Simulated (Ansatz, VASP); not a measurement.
**One calculation of TaAl2, two programs**

```
CELL_PARAMETERS angstrom
3.62875 0.00000 0.00000
-1.81438 3.14259 0.00000
0.00000 0.00000 3.94342
ATOMIC_POSITIONS crystal
Ta 0.00000 0.00000 0.00000
Al 0.33333 0.66667 0.50000
Al 0.66667 0.33333 0.50000
```

Change from the starting cell: species swapped into the YbSi2 type (P6/mmm, No. 191).

Alike in both runs: task relaxation of cell and atoms; functional PBE; k mesh 6 × 6 × 4; occupations gaussian, width 0.1 eV; no spin polarisation.

|  | VASP | Ansatz |
| --- | --- | --- |
| version | VASP 6.6.1 | Ansatz 0.2.0 |
| potentials or method | VASP PAW PBE potentials, release 64 (Ta_pv, Al), cutoff 600 eV | scalar-relativistic, plane waves, PAW |
| valence electrons in the cell | 17 | 19 |

Ansatz gave:

- gap on the k mesh at the Fermi level, each at its own relaxed structure (eV): none
- relaxed volume (Å³/atom): 16.24
- relaxed cell length with the largest relative difference (Å): 2.839

Estimate VASP's values.

gap on the k mesh at the Fermi level, each at its own relaxed structure (eV): none; relaxed volume (Å³/atom): 16.24; relaxed cell length with the largest relative difference (Å): 2.840.

A gap of «none» marks a metal or a gap that the smearing closes. VASP's potentials hold 17 valence electrons a cell and Ansatz's 19, so a difference there can come from the potentials and not from the codes.

The k mesh is coarse, so the values compare programs but aren't converged. Spin-orbit coupling is off throughout.
